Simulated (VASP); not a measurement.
# Si in VASP: further runs

The runs below take Si through single point, relaxation of cell and atoms, with PBE.

Everything below comes from runs of VASP 6.6.1. Logs are shortened: lines on timing, memory, paths and dates and some standing lists are left out, and cuts for length are marked.

## Step 1: The cell of the first run

The typed cell holds 1 atom: a = 2.532 Å, b = 2.532 Å, c = 2.532 Å, α = 90.03°, β = 90.03°, γ = 89.98°.

The cell was built from a structure type or drawn by symmetry, and may not be a known phase.

## Step 2: Single point, PBE

Input file INCAR:

```
ALGO = Normal
EDIFF = 1E-6
ENCUT = 520
GGA = PE
ISIF = 2
ISMEAR = 0
LASPH = True
LCHARG = False
LREAL = False
LWAVE = False
NBANDS = 8
NELM = 60
PREC = Accurate
SIGMA = 0.1
```

Input file KPOINTS:

```
k-points
0
Gamma
  22 22 22
```

Input file POSCAR:

```
Si
1.0
    1.7307935285     -1.7902259734      0.4593049846
    1.7307935285      1.7902259734      0.4593049846
   -0.6515729607      0.0000000000      2.4468638021
Si
1
Direct
    0.0000000000      0.0000000000      0.5000000000
```

Potentials or basis: VASP PAW PBE potentials, release 64 (Si).

Launch:

```bash
$ cat potpaw_PBE.64/Si/POTCAR > POTCAR
$ mpirun -np 1 vasp_std > vasp.out
```

OUTCAR:

```text
EDIFF = 1E-6
   ENCUT = 520
   GGA = PE
   ISIF = 2
   ISMEAR = 0
   LASPH = True
   LREAL = False
   NELM = 60
   PREC = Accurate

 ion  position               nearest neighbor table
   1  0.000  0.000  0.500-

  LATTYP: Found a base centered monoclinic cell.
 ALAT       =     3.5814004563
 B/A-ratio  =     0.9997351568
 C/A-ratio  =     0.7070227143
 COS(beta)  =    -0.0008560379

  Lattice vectors:

 A1 = (   1.7307935285,  -1.7902259734,   0.4593049846)
 A2 = (   1.7307935285,   1.7902259734,   0.4593049846)
 A3 = (  -0.6515729607,   0.0000000000,   2.4468638021)

Analysis of symmetry for initial positions (statically):
=====================================================================
 Subroutine PRICEL returns:
 Original cell was already a primitive cell.

 Routine SETGRP: Setting up the symmetry group for a
 base centered monoclinic supercell.

 Subroutine GETGRP returns: Found  4 space group operations
 (whereof  4 operations were pure point group operations)
 out of a pool of  4 trial point group operations.

The static configuration has the point symmetry C_2h.

Analysis of symmetry for dynamics (positions and initial velocities):
=====================================================================
 Subroutine PRICEL returns:
 Original cell was already a primitive cell.

 Routine SETGRP: Setting up the symmetry group for a
 base centered monoclinic supercell.

 Subroutine GETGRP returns: Found  4 space group operations
 (whereof  4 operations were pure point group operations)
 out of a pool of  4 trial point group operations.

The dynamic configuration has the point symmetry C_2h.

 Subroutine INISYM returns: Found  4 space group operations
 (whereof  4 operations are pure point group operations),
 and found     1 'primitive' translations

----------------------------------------------------------------------------------------

                                     Primitive cell

  volume of cell :      16.2348

  direct lattice vectors                    reciprocal lattice vectors
     1.730793529 -1.790225973  0.459304985     0.269817938 -0.279294350  0.071849554
     1.730793529  1.790225973  0.459304985     0.269817938  0.279294350  0.071849554
    -0.651572961  0.000000000  2.446863802    -0.101295972  0.000000000  0.381712412

  length of vectors
     2.532097222  2.532097222  2.532131472     0.394929630  0.394929630  0.394924346

  position of ions in fractional coordinates (direct lattice)
     0.000000000  0.000000000  0.500000000

  ion indices of the primitive-cell ions
   primitive index   ion index
                 1           1

----------------------------------------------------------------------------------------

 KPOINTS: k-points

Automatic generation of k-mesh.
 Grid dimensions read from file:
 generate k-points for:   22   22   22

 Generating k-lattice:

  Cartesian coordinates                     Fractional coordinates (reciprocal lattice)
     0.012264452 -0.012695198  0.003265889     0.045454545  0.000000000 -0.000000000
     0.012264452  0.012695198  0.003265889     0.000000000  0.045454545 -0.000000000
    -0.004604362  0.000000000  0.017350564     0.000000000  0.000000000  0.045454545

  Length of vectors
     0.017951347  0.017951347  0.017951107

  Shift w.r.t. Gamma in fractional coordinates (k-lattice)
     0.000000000  0.000000000  0.000000000

 Subroutine IBZKPT returns following result:
 ===========================================

 Found   2796 irreducible k-points:

 Following reciprocal coordinates:
            Coordinates               Weight
  0.000000  0.000000  0.000000      1.000000
  0.045455  0.000000  0.000000      4.000000
  0.090909  0.000000  0.000000      4.000000
  0.136364 -0.000000  0.000000      4.000000
  0.181818  0.000000  0.000000      4.000000
  0.227273 -0.000000  0.000000      4.000000
[... 16 lines left out ...]
  0.500000  0.045455  0.000000      4.000000
 -0.454545  0.045455  0.000000      4.000000
 [... further k-points ...]
   k-points           NKPTS =   2796   k-points in BZ     NKDIM =   2796   number of bands    NBANDS=      8
   number of dos      NEDOS =    301   number of ions     NIONS =      1
   total plane-waves  NPLWV =   8000
   dimension x,y,z NGX =    20 NGY =   20 NGZ =   20
   dimension x,y,z NGXF=    40 NGYF=   40 NGZF=   40
   ions per type =               1
   NGX,Y,Z   is equivalent  to a cutoff of  13.13, 13.13, 13.13 a.u.
   NGXF,Y,Z  is equivalent  to a cutoff of  26.26, 26.26, 26.26 a.u.
 SYSTEM =  unknown system
   PREC   = accura    normal or accurate (medium, high low for compatibility)
   ISTART =      0    job   : 0-new  1-cont  2-samecut
   ICHARG =      2    charge: 1-file 2-atom 10-const
   ISPIN  =      1    spin polarized calculation?
   LNONCOLLINEAR =      F non collinear calculations
   LSORBIT =      F    spin-orbit coupling
   LASPH  =      T    aspherical Exc in radial PAW
   ENCUT  =  520.0 eV  38.22 Ry    6.18 a.u.   4.71  4.71  4.71*2*pi/ulx,y,z
   NELM   =     60;   NELMIN=  2; NELMDL= -5     # of ELM steps
   EDIFF  = 0.1E-05   stopping-criterion for ELM
   LREAL  =      F    real-space projection
   EDIFFG = 0.1E-04   stopping-criterion for IOM
   NSW    =      0    number of steps for IOM
   IBRION =     -1    ionic relax: 0-MD 1-quasi-New 2-CG
   NFREE  =      0    steps in history (QN), initial steepest desc. (CG)
   ISIF   =      2    stress and relaxation
   ISYM   =      2    0-nonsym 1-usesym 2-fastsym
   POTIM  = 0.5000    time-step for ionic-motion
   TEBEG  =    0.0;   TEEND  =   0.0 temperature during run
   PSTRESS=    0.0 pullay stress
   NELECT =       4.0000    total number of electrons
   NUPDOWN=      -1.0000    fix difference up-down
   EMIN   =  10.00;   EMAX   =-10.00  energy-range for DOS
   EFERMI =   0.00;   METHOD = LEGACY
   ISMEAR =     0;   SIGMA  =   0.10  broadening in eV -4-tet -1-fermi 0-gaus
   EFERMI_NEDOS =   21; number of points for ismear=-14 and -15
   IALGO  =     38    algorithm
   IMIX   =      4    mixing-type and parameters
     AMIX     =   0.40;   BMIX     =  1.00
     AMIX_MAG =   1.60;   BMIX_MAG =  1.00
  volume/ion in A,a.u.               =      16.23       109.56
  Fermi-wavevector in a.u.,A,eV,Ry     =   1.026312  1.939448 14.331226  1.053315
  Thomas-Fermi vector in A             =   2.160198
   LORBIT       =      0    0 simple, 1 ext, 2 COOP (PROOUT), +10 PAW based schemes
   GGA     = PE    functional components
   LHFCALC =     F    Hartree Fock is set to
   AEXX    =    0.0000 exact exchange contribution
   IVDW    =     0    specifies the selected vdW correction
   LEPSILON=     F    determine dielectric tensor
   LRPA    =     F    only Hartree local field effects (RPA)
 non-spin polarized calculation
 Gauss-broadening in eV      SIGMA  =   0.10
  energy-cutoff  :      520.00
  volume of cell :       16.23
 maximum number of plane-waves:       461
   NGX =  9   NGY =  9   NGZ =  9

 number of electron       4.0000000 magnetization

 Free energy of the ion-electron system (eV)
  ---------------------------------------------------
  ext. energy  EPLUGINS =         0.00000000
  ---------------------------------------------------
  free energy    TOTEN  =        -5.07335932 eV

  energy without entropy =       -5.07113141  energy(sigma->0) =       -5.07224536

 E-fermi :   8.2792     XC(G=0): -10.6063

 val. band max:        8.2730933474   @ k =   0.5000   0.3636   0.0000
 cond. band min:       8.2853194673   @ k =   0.0909   0.0000   0.2273
 fundamental gap:      0.0122261198
 Fermi energy:         8.2791839852

 k-point     1 :       0.0000    0.0000    0.0000
  band No.  band energies     occupation
      1      -4.9356      2.00000
      2      15.6788      0.00000
      3      15.6790      0.00000
      4      15.9029      0.00000
      5      15.9047      0.00000
      6      15.9083      0.00000
      7      23.8879      0.00000
      8      32.9218      0.00000

 k-point     2 :       0.0455    0.0000    0.0000
  band No.  band energies     occupation
      1      -4.8898      2.00000
      2      14.2344      0.00000
      3      15.7159      0.00000
      4      15.9413      0.00000
      5      15.9450      0.00000
      6      17.2812      0.00000
      7      24.0562      0.00000
      8      32.5620      0.00000

 k-point     3 :       0.0909    0.0000    0.0000
  band No.  band energies     occupation
      1      -4.7525      2.00000
      2      12.6665      0.00000
      3      15.8264      0.00000
      4      16.0548      0.00000
      5      16.0585      0.00000
      6      18.6247      0.00000
      7      24.5741      0.00000
      8      31.6587      0.00000

 k-point     4 :       0.1364   -0.0000    0.0000
  band No.  band energies     occupation
      1      -4.5243      2.00000
      2      11.1150      0.00000
      3      16.0075      0.00000
      4      16.2432      0.00000
      5      16.2469      0.00000
      6      19.7700      0.00000
      7      25.4518      0.00000
      8      30.4909      0.00000

 k-point     5 :       0.1818    0.0000    0.0000
  band No.  band energies     occupation
      1      -4.2061      2.00000
      2       9.6029      0.00000
      3      16.2544      0.00000
      4      16.5050      0.00000
      5      16.5087      0.00000
      6      20.7147      0.00000
      7      26.6312      0.00000
      8      29.2342      0.00000
[... 177 lines left out ...]
 k-point    22 :       0.4545    0.0455    0.0000
  band No.  band energies     occupation
      1      -0.6658      2.00000
      2       2.2115      2.00000
      3      17.2844      0.00000
      4      19.1317      0.00000
      5      19.8840      0.00000
      6      22.1760      0.00000
      7      23.0923      0.00000
      8      25.5291      0.00000

 k-point    23 :       0.5000    0.0455    0.0000
  band No.  band energies     occupation
      1      -0.3109      2.00000
      2       1.7731      2.00000
      3      17.4019      0.00000
      4      19.3041      0.00000
      5      20.0535      0.00000
      6      21.9116      0.00000
      7      22.8415      0.00000
      8      25.7952      0.00000

 k-point    24 :      -0.4545    0.0455    0.0000
  band No.  band energies     occupation
      1      -0.6655      2.00000
      2       2.2111      2.00000
      3      17.2823      0.00000
      4      19.1319      0.00000
      5      19.8847      0.00000
      6      22.1792      0.00000
      7      23.0921      0.00000
      8      25.5309      0.00000

 [... further k-points ...]

------------------------ aborting loop because EDIFF is reached ----------------------------------------

  FORCE on cell =-STRESS in cart. coord.  units (eV):
  Direction    XX          YY          ZZ          XY          YZ          ZX
  --------------------------------------------------------------------------------------
  -------------------------------------------------------------------------------------
  Total       -0.0032279     -0.0011478     -0.0009162      0.0000000      0.0000000      0.0015214
  in kB       -0.3185584     -0.1132747     -0.0904221      0.0000000      0.0000000      0.1501447
  external PRESSURE =      -0.1740851 kB  Pullay stress =       0.0000000 kB

 VOLUME and BASIS-vectors are now :
 -----------------------------------------------------------------------------
  energy-cutoff  :      520.00
  volume of cell :       16.23
      direct lattice vectors                 reciprocal lattice vectors
     1.730793529 -1.790225973  0.459304985     0.269817938 -0.279294350  0.071849554
     1.730793529  1.790225973  0.459304985     0.269817938  0.279294350  0.071849554
    -0.651572961  0.000000000  2.446863802    -0.101295972  0.000000000  0.381712412

 POSITION                                       TOTAL-FORCE (eV/Angst)
 -----------------------------------------------------------------------------------
     -0.32579      0.00000      1.22343         0.000000      0.000000      0.000000
 -----------------------------------------------------------------------------------
    total drift:                               -0.000000      0.000000      0.000000

  FREE ENERGIE OF THE ION-ELECTRON SYSTEM (eV)
  ---------------------------------------------------
  free  energy   TOTEN  =        -5.0733593150 eV

  energy  without entropy=       -5.0711314105  energy(sigma->0) =       -5.07224536
```

It took 2.1 min on 1 thread of AMD EPYC 9R45 (Zen 5), shared host; peak memory 0.36 GiB.

What came out:

```
Free energy            : -5.0734 eV
Pressure               : 0.0 GPa
Band gap on the k mesh : zero (bands 2 and 3 overlap by 10.31 eV)
```

Levels at points of the mesh, in eV from the Fermi level:
```tsv
k point	band 1	band 2	band 3	band 4	band 5	band 6
(0.00, 0.00, 0.00)	-13.21	7.40	7.40	7.62	7.63	7.63
(0.50, 0.00, 0.00)	-8.64	-6.55	10.01	10.99	10.99	14.52
(0.50, 0.50, 0.00)	-3.53	-2.91	-2.91	1.46	14.24	17.14
(0.00, 0.00, 0.50)	-8.64	-6.55	10.01	10.99	10.99	14.53
(0.50, 0.00, 0.50)	-3.53	-2.92	-2.90	1.46	14.24	17.13
(0.50, 0.50, 0.50)	0.49	0.51	0.51	3.47	5.09	5.10
```

## Step 3: Single point, PBE

Input file INCAR:

```
PREC = Accurate
ENCUT = 520
EDIFF = 1E-6
ISMEAR = 0
SIGMA = 0.1
LREAL = F
LASPH = T
NELM = 80
ALGO = Normal
ISIF = 2
LWAVE = F
LCHARG = F
GGA = PE
NBANDS = 8
```

Input file KPOINTS:

```
regular mesh
0
Gamma
  24 24 24
```

Input file POSCAR:

```
Si
1.0
    1.7305740763     -1.7894190985      0.4585648367
    1.7305740763      1.7894190985      0.4585648367
   -0.6522548772      0.0000000000      2.4458017726
Si
1
Direct
    0.0000000000      0.0000000000      0.5000000000
```

Potentials or basis: VASP PAW PBE potentials, release 64 (Si).

Launch:

```bash
$ cat potpaw_PBE.64/Si/POTCAR > POTCAR
$ mpirun -np 1 vasp_std > vasp.out
```

It took 2.5 min on 1 thread of AMD EPYC 9R45 (Zen 5), shared host; peak memory 0.44 GiB.

Results (log left out):

- Free energy: -5.0749 eV
- Pressure: 0.0 GPa
- Band gap on the k mesh: zero (bands 2 and 3 overlap by 10.31 eV)

Levels at points of the mesh, in eV from the Fermi level:
```
           k point  band 1  band 2  band 3  band 4  band 5  band 6  band 7
(0.00, 0.00, 0.00)  -13.15    7.47    7.47    7.70    7.71    7.71   15.70
(0.50, 0.00, 0.00)   -8.57   -6.48   10.09   11.07   11.08   14.60   14.61
(0.50, 0.50, 0.00)   -3.45   -2.84   -2.83    1.54   14.33   17.22   17.22
(0.00, 0.00, 0.50)   -8.57   -6.48   10.09   11.07   11.08   14.60   14.61
(0.50, 0.00, 0.50)   -3.45   -2.85   -2.83    1.54   14.33   17.21   17.23
(0.50, 0.50, 0.50)    0.56    0.58    0.59    3.56    5.15    5.17    5.18
```

## Step 4: Relaxation of cell and atoms, PBE

Input file INCAR:

```
SYSTEM = Si
PREC = Accurate
ENCUT = 600
EDIFF = 1E-6
ISMEAR = 0
SIGMA = 0.1
LREAL = .False.
LASPH = .True.
NELM = 80
ALGO = Normal
ISIF = 3
LWAVE = .False.
LCHARG = .False.
GGA = PE
IBRION = 2
NSW = 100
EDIFFG = -0.01
```

Input file KPOINTS:

```
regular mesh
0
Gamma
  22 22 22
  0 0 0
```

POSCAR is that of step 3.

Launch:

```bash
$ cat potpaw_PBE.64/Si/POTCAR > POTCAR
$ mpirun -np 1 vasp_std > vasp.out
```

Wall time 2 min (1 thread of AMD EPYC 9R45 (Zen 5), shared host); peak memory 0.37 GiB.

Results (log left out):

```
Free energy                           : -5.0734 eV
Relaxed volume                        : 16.24 Å³/atom
Relaxed cell                          : a = 2.532 Å, b = 2.532 Å, c = 2.532 Å, α = 90.05°, β = 90.05°, γ = 89.98°
Space group after relaxing (to 0.1 Å) : Pm-3m (No. 221)
Energy gained by relaxing             : 0.0 meV/atom
Ionic steps                           : 2
Pressure after relaxing               : 0.0 GPa
Band gap on the k mesh                : zero (bands 2 and 3 overlap by 10.31 eV)
```

Final structure:
```yaml
crystal:
  lattice:
    - [1.73119, -1.79032, 0.45904]
    - [1.73119, 1.79032, 0.45904]
    - [-0.65213, 0.00000, 2.44701]
  atoms:
    - { symbol: Si, position: [0.00000, 0.00000, 0.50000] }
```

Levels at points of the mesh, in eV from the Fermi level:
```tsv
k point	band 1	band 2	band 3	band 4	band 5
(0.00, 0.00, 0.00)	-13.21	7.40	7.40	7.62	7.62
(0.50, 0.00, 0.00)	-8.63	-6.55	10.01	10.98	10.99
(0.50, 0.50, 0.00)	-3.53	-2.91	-2.91	1.47	14.24
(0.00, 0.00, 0.50)	-8.63	-6.55	10.01	10.98	10.99
(0.50, 0.00, 0.50)	-3.53	-2.92	-2.90	1.47	14.24
(0.50, 0.50, 0.50)	0.49	0.51	0.51	3.47	5.08
```

## Step 5: The runs side by side

| task | cell | k mesh | cutoff (eV) | gap on the mesh (eV) | pressure (GPa) |
| --- | --- | --- | --- | --- | --- |
| single point | a = 2.532 Å, 1 atom | 22 × 22 × 22 | 520 | none | 0.0 |
| single point | a = 2.531 Å, angles 90.1, 90.1, 90.0°, 1 atom | 24 × 24 × 24 | 520 | none | 0.0 |
| relaxation of cell and atoms | relaxed from a = 2.531 Å, angles 90.1, 90.1, 90.0°, 1 atom | 22 × 22 × 22 | 600 | none | 0.0 |

Alike in all rows: level PBE; potentials or basis VASP PAW PBE potentials, release 64 (Si); no spin polarisation; smearing gaussian 0.1 eV.

Total energies depend on the potentials used, so only differences within one code and one set of settings carry meaning.
